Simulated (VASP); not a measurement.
# Fe (Pm-3m) in VASP: further runs

Fe is run at these levels: r2SCAN; tasks: single point.

Everything below comes from runs of VASP 6.6.1. Logs are shortened: lines on timing, memory, paths and dates and some standing lists are left out, and cuts for length are marked.

### 1 The cell of the first run

The structure is cubic, space group Pm-3m (No. 221). Conventional cell: a = 2.312 Å, b = 2.312 Å, c = 2.312 Å, α = 90.00°, β = 90.00°, γ = 90.00°. Within 3.1 Å of Fe (site symmetry m-3m) lie 6 Fe at 2.31 Å.

### 2 Single point, r2SCAN, collinear spin, ferromagnetic start (volume scaled by 0.88)

The input, POSCAR:

```
Fe
1.0
    2.3116743965      0.0000000000      0.0000000000
    0.0000000000      2.3116743965      0.0000000000
    0.0000000000      0.0000000000      2.3116743965
Fe
1
Direct
    0.0000000000      0.0000000000      0.0000000000
```

The input, INCAR.step1:

```
PREC = Accurate
ENCUT = 520
ISMEAR = -1
SIGMA = 0.05
LREAL = False
LASPH = True
NELM = 150
ISPIN = 2
MAGMOM = 2.926
LMAXMIX = 4
NBANDS = 14
GGA = PE
ALGO = Normal
EDIFF = 1E-4
LWAVE = True
LCHARG = False
```

The input, INCAR.step2:

```
PREC = Accurate
ENCUT = 520
EDIFF = 1E-6
ISMEAR = -1
SIGMA = 0.05
LREAL = False
LASPH = True
NELM = 150
ALGO = Normal
ISIF = 2
LWAVE = False
LCHARG = False
ISPIN = 2
MAGMOM = 2.926
LORBIT = 11
LMAXMIX = 4
METAGGA = R2SCAN
LMIXTAU = True
NBANDS = 14
ISTART = 1
```

The input, KPOINTS:

```
Automatic mesh
0
Gamma
  15 15 15
```

Potentials or basis: VASP PAW PBE potentials, release 64 (Fe).

Run with:

```console
> cat potpaw_PBE.64/Fe/POTCAR > POTCAR
> cp INCAR.step1 INCAR
> mpirun -np 1 vasp_std > vasp.out
> cp INCAR.step2 INCAR
> mpirun -np 1 vasp_std > vasp.out
```

OUTCAR:

```text
PREC = Accurate
   ENCUT = 520
   EDIFF = 1E-6
   ISMEAR = -1
   LREAL = False
   LASPH = True
   NELM = 150
   ISIF = 2
   ISPIN = 2
   LORBIT = 11
   METAGGA = R2SCAN
   ISTART = 1

 ion  position               nearest neighbor table
   1  0.000  0.000  0.000-

  LATTYP: Found a simple cubic cell.
 ALAT       =     2.3116743965

  Lattice vectors:

 A1 = (   2.3116743965,   0.0000000000,   0.0000000000)
 A2 = (   0.0000000000,   2.3116743965,   0.0000000000)
 A3 = (   0.0000000000,   0.0000000000,   2.3116743965)

Analysis of symmetry for initial positions (statically):
=====================================================================
 Subroutine PRICEL returns:
 Original cell was already a primitive cell.

 Routine SETGRP: Setting up the symmetry group for a
 simple cubic supercell.

 Subroutine GETGRP returns: Found 48 space group operations
 (whereof 48 operations were pure point group operations)
 out of a pool of 48 trial point group operations.

The static configuration has the point symmetry O_h .

Analysis of symmetry for dynamics (positions and initial velocities):
=====================================================================
 Subroutine PRICEL returns:
 Original cell was already a primitive cell.

 Routine SETGRP: Setting up the symmetry group for a
 simple cubic supercell.

 Subroutine GETGRP returns: Found 48 space group operations
 (whereof 48 operations were pure point group operations)
 out of a pool of 48 trial point group operations.

The dynamic configuration has the point symmetry O_h .

Analysis of structural, dynamic, and magnetic symmetry:
=====================================================================
 Subroutine PRICEL returns:
 Original cell was already a primitive cell.

 Routine SETGRP: Setting up the symmetry group for a
 simple cubic supercell.

 Subroutine GETGRP returns: Found 48 space group operations
 (whereof 48 operations were pure point group operations)
 out of a pool of 48 trial point group operations.

The overall configuration has the point symmetry O_h .

 Subroutine INISYM returns: Found 48 space group operations
 (whereof 48 operations are pure point group operations),
 and found     1 'primitive' translations

----------------------------------------------------------------------------------------

                                     Primitive cell

  volume of cell :      12.3532

  direct lattice vectors                    reciprocal lattice vectors
     2.311674396  0.000000000  0.000000000     0.432586874  0.000000000  0.000000000
[... 114 lines left out ...]
   LRPA    =     F    only Hartree local field effects (RPA)
 spin polarized calculation
  energy-cutoff  :      520.00
  volume of cell :       12.35
 maximum number of plane-waves:       343
 NGX is ok and might be reduce to    18
   NGX =  9   NGY =  9   NGZ =  9

 number of electron       7.9999992 magnetization       2.4671550

 Free energy of the ion-electron system (eV)
  ---------------------------------------------------
  ext. energy  EPLUGINS =         0.00000000
  ---------------------------------------------------
  free energy    TOTEN  =       -13.53552122 eV

  energy without entropy =      -13.53033474  energy(sigma->0) =      -13.53292798

 E-fermi :   5.2894     XC(G=0): -13.5813

 val. band max:        5.2631876915   @ k =   0.3333   0.2000   0.2000
 cond. band min:       5.3035669550   @ k =   0.4000   0.4000   0.3333
 fundamental gap:      0.0403792635
 Fermi energy:         5.2894481443

 spin component 1

 k-point     1 :       0.0000    0.0000    0.0000
  band No.  band energies     occupation
      1      -3.1924      1.00000
      2       0.6640      1.00000
      3       0.6640      1.00000
      4       4.1968      1.00000
      5       4.1968      1.00000
      6       4.1968      1.00000
      7      25.6682      0.00000
      8      25.6682      0.00000
      9      25.6682      0.00000
     10      29.5960      0.00000
     11      29.5960      0.00000
     12      35.0371      0.00000
     13      47.6128      0.00000
     14      47.6128      0.00000
[... 379 lines left out ...]
      3       2.3839      1.00000
      4       3.2392      1.00000
      5       3.8403      1.00000
      6       4.1161      1.00000
      7      14.1231      0.00000
      8      21.7653      0.00000
      9      30.5080      0.00000
     10      31.4737      0.00000
     11      32.2052      0.00000
     12      40.1796      0.00000
     13      41.0620      0.00000
     14      42.9089      0.00000

 [... further k-points ...]

 spin component 2

 k-point     1 :       0.0000    0.0000    0.0000
  band No.  band energies     occupation
      1      -3.4220      1.00000
      2       2.4079      1.00000
      3       2.4085      1.00000
      4       8.7909      0.00000
      5       8.7919      0.00000
      6       8.7919      0.00000
      7      27.0931      0.00000
      8      27.0940      0.00000
      9      27.0941      0.00000
     10      30.2418      0.00000
     11      30.2445      0.00000
     12      34.7990      0.00000
     13      49.1475      0.00000
     14      49.1475      0.00000
[... 379 lines left out ...]
      3       4.3248      1.00000
      4       7.1352      0.00000
      5       7.5948      0.00000
      6       8.3472      0.00000
      7      15.2587      0.00000
      8      22.7251      0.00000
      9      31.5240      0.00000
     10      32.6254      0.00000
     11      33.1849      0.00000
     12      40.9748      0.00000
     13      42.9671      0.00000
     14      44.0248      0.00000

 [... further k-points ...]
[... 5 lines left out ...]
  --------------------------------------------------------------------------------------
  -------------------------------------------------------------------------------------
  Total        0.9178876      0.9178876      0.9178876     -0.0000000     -0.0000000     -0.0000000
  in kB      119.0474541    119.0474541    119.0474541     -0.0000000     -0.0000000     -0.0000000
  external PRESSURE =     119.0474541 kB  Pullay stress =       0.0000000 kB

 VOLUME and BASIS-vectors are now :
 -----------------------------------------------------------------------------
  energy-cutoff  :      520.00
  volume of cell :       12.35
      direct lattice vectors                 reciprocal lattice vectors
     2.311674396  0.000000000  0.000000000     0.432586874  0.000000000  0.000000000
     0.000000000  2.311674396  0.000000000     0.000000000  0.432586874  0.000000000
     0.000000000  0.000000000  2.311674396     0.000000000  0.000000000  0.432586874

 POSITION                                       TOTAL-FORCE (eV/Angst)
 -----------------------------------------------------------------------------------
      0.00000      0.00000      0.00000         0.000000      0.000000      0.000000
 -----------------------------------------------------------------------------------
    total drift:                                0.000000      0.000000      0.000000

  FREE ENERGIE OF THE ION-ELECTRON SYSTEM (eV)
  ---------------------------------------------------
  free  energy   TOTEN  =       -13.5355212202 eV

  energy  without entropy=      -13.5303347381  energy(sigma->0) =      -13.53292798

 total charge

# of ion       s       p       d       tot
------------------------------------------
    1        0.530   0.485   6.309   7.323

 magnetization (x)

# of ion       s       p       d       tot
------------------------------------------
    1        0.008  -0.032   2.517   2.493
```

OSZICAR.step1:

```text
N       E                     dE             d eps       ncg     rms          rms(c)
DAV:   1     0.229909425231E+02    0.22991E+02   -0.38291E+03  7324   0.692E+02
DAV:   2    -0.700008736933E+01   -0.29991E+02   -0.27395E+02  7272   0.125E+02
DAV:   3    -0.797286722802E+01   -0.97278E+00   -0.96755E+00  8106   0.238E+01
DAV:   4    -0.797650567275E+01   -0.36384E-02   -0.36379E-02  7968   0.130E+00
DAV:   5    -0.797652593346E+01   -0.20261E-04   -0.20261E-04  8228   0.100E-01    0.984E+00
DAV:   6    -0.755211634003E+01    0.42441E+00   -0.75061E+00  8250   0.313E+01    0.517E+00
DAV:   7    -0.747402111555E+01    0.78095E-01   -0.55841E-01  8208   0.834E+00    0.312E+00
DAV:   8    -0.747088199951E+01    0.31391E-02   -0.57135E-03  7564   0.495E-01    0.151E+00
DAV:   9    -0.746513257266E+01    0.57494E-02   -0.56399E-03  8446   0.392E-01    0.267E-01
DAV:  10    -0.746551268397E+01   -0.38011E-03   -0.59273E-04  7802   0.144E-01    0.441E-02
DAV:  11    -0.746553721574E+01   -0.24532E-04   -0.55316E-05  4152   0.582E-02
   1 F= -.74655372E+01 E0= -.74625973E+01  d E =-.587983E-02  mag=     2.2577
```

Wall time 74 s (1 thread of Intel Xeon Platinum 8488C (Sapphire Rapids), shared host); peak memory 0.15 GiB.

What came out:

```yaml
Free_energy: -13.5355 eV
Pressure: 11.9 GPa
Net_moment: 2.47 μB per cell
Site_moments: Fe +2.49 μB
Valence_electrons_inside_the_program's_atomic_spheres: Fe 7.32
```

Caveat: the PAW data sets were made with another functional, which shifts forces and pressure a little.

### 3 Single point, r2SCAN, collinear spin, ferromagnetic start (volume scaled by 0.92)

The input, POSCAR:

```
Fe
1.0
    2.3461820869      0.0000000000      0.0000000000
    0.0000000000      2.3461820869      0.0000000000
    0.0000000000      0.0000000000      2.3461820869
Fe
1
Direct
    0.0000000000      0.0000000000      0.0000000000
```

The input, INCAR.step1:

```
SYSTEM = Fe
  PREC = Accurate
  ENCUT = 520
  ISMEAR = -1
  SIGMA = 0.05
  LREAL = .False.
  LASPH = .True.
  NELM = 150
  ISPIN = 2
  MAGMOM = 2.926
  LMAXMIX = 4
  NBANDS = 14
  GGA = PE
  ALGO = Normal
  EDIFF = 1E-4
  LWAVE = .True.
  LCHARG = .False.
```

The input, INCAR.step2:

```
SYSTEM = Fe
  PREC = Accurate
  ENCUT = 520
  EDIFF = 1E-6
  ISMEAR = -1
  SIGMA = 0.05
  LREAL = .False.
  LASPH = .True.
  NELM = 150
  ALGO = Normal
  ISIF = 2
  LWAVE = .False.
  LCHARG = .True.
  ISPIN = 2
  MAGMOM = 2.926
  LORBIT = 11
  LMAXMIX = 4
  METAGGA = R2SCAN
  LMIXTAU = .True.
  LELF = .True.
  LVHAR = .True.
  NBANDS = 14
  ISTART = 1
```

The input, KPOINTS:

```
regular mesh
0
Gamma
  15 15 15
  0 0 0
```

Potentials or basis: VASP PAW PBE potentials, release 64 (Fe).

Run with:

```console
> cat potpaw_PBE.64/Fe/POTCAR > POTCAR
> cp INCAR.step1 INCAR
> mpirun -np 1 vasp_std > vasp.out
> cp INCAR.step2 INCAR
> mpirun -np 1 vasp_std > vasp.out
```

OUTCAR:

```text
SYSTEM = Fe
   PREC = Accurate
   ENCUT = 520
   EDIFF = 1E-6
   ISMEAR = -1
   LREAL = .False.
   LASPH = .True.
   NELM = 150
   ISIF = 2
   ISPIN = 2
   LORBIT = 11
   METAGGA = R2SCAN
   ISTART = 1

 ion  position               nearest neighbor table
   1  0.000  0.000  0.000-

  LATTYP: Found a simple cubic cell.
 ALAT       =     2.3461820869

  Lattice vectors:

 A1 = (   2.3461820869,   0.0000000000,   0.0000000000)
 A2 = (   0.0000000000,   2.3461820869,   0.0000000000)
 A3 = (   0.0000000000,   0.0000000000,   2.3461820869)

Analysis of symmetry for initial positions (statically):
=====================================================================
 Subroutine PRICEL returns:
 Original cell was already a primitive cell.

 Routine SETGRP: Setting up the symmetry group for a
 simple cubic supercell.

 Subroutine GETGRP returns: Found 48 space group operations
 (whereof 48 operations were pure point group operations)
 out of a pool of 48 trial point group operations.

The static configuration has the point symmetry O_h .

[... 597 lines left out ...]
      3       2.3763      1.00000
      4       8.4393      0.00000
      5       8.4404      0.00000
      6       8.4405      0.00000
      7      26.1285      0.00000
      8      26.1297      0.00000
      9      26.1298      0.00000
     10      29.2268      0.00000
     11      29.2300      0.00000
     12      33.5492      0.00000
     13      47.7851      0.00000
     14      47.7851      0.00000
[... 379 lines left out ...]
      3       4.1585      1.00000
      4       6.8423      0.00000
      5       7.3093      0.00000
      6       8.0205      0.00000
      7      14.5843      0.00000
      8      21.8636      0.00000
      9      30.5013      0.00000
     10      31.4963      0.00000
     11      32.0496      0.00000
     12      39.6886      0.00000
     13      41.6133      0.00000
     14      42.7097      0.00000

 [... further k-points ...]
[... 5 lines left out ...]
  --------------------------------------------------------------------------------------
  -------------------------------------------------------------------------------------
  Total        0.6187012      0.6187012      0.6187012     -0.0000000     -0.0000000      0.0000000
  in kB       76.7549446     76.7549446     76.7549446     -0.0000000     -0.0000000      0.0000000
  external PRESSURE =      76.7549446 kB  Pullay stress =       0.0000000 kB

 VOLUME and BASIS-vectors are now :
 -----------------------------------------------------------------------------
  energy-cutoff  :      520.00
  volume of cell :       12.91
      direct lattice vectors                 reciprocal lattice vectors
     2.346182087  0.000000000  0.000000000     0.426224378  0.000000000  0.000000000
     0.000000000  2.346182087  0.000000000     0.000000000  0.426224378  0.000000000
     0.000000000  0.000000000  2.346182087     0.000000000  0.000000000  0.426224378

 POSITION                                       TOTAL-FORCE (eV/Angst)
 -----------------------------------------------------------------------------------
      0.00000      0.00000      0.00000         0.000000      0.000000      0.000000
 -----------------------------------------------------------------------------------
    total drift:                                0.000000      0.000000      0.000000

  FREE ENERGIE OF THE ION-ELECTRON SYSTEM (eV)
  ---------------------------------------------------
  free  energy   TOTEN  =       -13.5673869406 eV

  energy  without entropy=      -13.5566235411  energy(sigma->0) =      -13.56200524

 total charge

# of ion       s       p       d       tot
------------------------------------------
    1        0.515   0.457   6.267   7.238

 magnetization (x)

# of ion       s       p       d       tot
------------------------------------------
    1        0.009  -0.022   2.709   2.696
```

OUTCAR.step1:

```text
SYSTEM = Fe
   PREC = Accurate
   ENCUT = 520
   ISMEAR = -1
   LREAL = .False.
   LASPH = .True.
[... 1054 lines left out ...]
 -----------------------------------------------------------------------------------
      0.00000      0.00000      0.00000         0.000000      0.000000      0.000000
 -----------------------------------------------------------------------------------
    total drift:                               -0.000000      0.000000      0.000000

  FREE ENERGIE OF THE ION-ELECTRON SYSTEM (eV)
  ---------------------------------------------------
  free  energy   TOTEN  =        -7.4892974986 eV

  energy  without entropy=       -7.4832858299  energy(sigma->0) =       -7.48629166
```

OSZICAR.step1:

```text
N       E                     dE             d eps       ncg     rms          rms(c)
DAV:   1     0.231480029397E+02    0.23148E+02   -0.37477E+03  7268   0.666E+02
DAV:   2    -0.701909195190E+01   -0.30167E+02   -0.27664E+02  7332   0.125E+02
DAV:   3    -0.802291389710E+01   -0.10038E+01   -0.99619E+00  8016   0.240E+01
DAV:   4    -0.802679055203E+01   -0.38767E-02   -0.38763E-02  8028   0.135E+00
DAV:   5    -0.802681321154E+01   -0.22660E-04   -0.22660E-04  8018   0.107E-01    0.942E+00
DAV:   6    -0.759241141703E+01    0.43440E+00   -0.82398E+00  8262   0.324E+01    0.545E+00
DAV:   7    -0.749685989487E+01    0.95552E-01   -0.68122E-01  8156   0.901E+00    0.312E+00
DAV:   8    -0.749436091331E+01    0.24990E-02   -0.60631E-03  7584   0.510E-01    0.143E+00
DAV:   9    -0.748905751143E+01    0.53034E-02   -0.54321E-03  8486   0.381E-01    0.255E-01
DAV:  10    -0.748926990749E+01   -0.21240E-03   -0.69050E-04  7762   0.148E-01    0.455E-02
DAV:  11    -0.748929749857E+01   -0.27591E-04   -0.52555E-05  4356   0.577E-02
   1 F= -.74892975E+01 E0= -.74862917E+01  d E =-.601167E-02  mag=     2.3165
```

Run time: 74 s. Hardware: 1 thread of Intel Xeon Platinum 8488C (Sapphire Rapids), shared host; peak memory 0.15 GiB.

Results:

```
Free energy                                           : -13.5674 eV
Pressure                                              : 7.7 GPa
Net moment                                            : 2.67 μB per cell
Site moments                                          : Fe +2.70 μB
Valence electrons inside the program's atomic spheres : Fe 7.24
```

Caveat: the PAW data sets were made with another functional, which shifts forces and pressure a little.
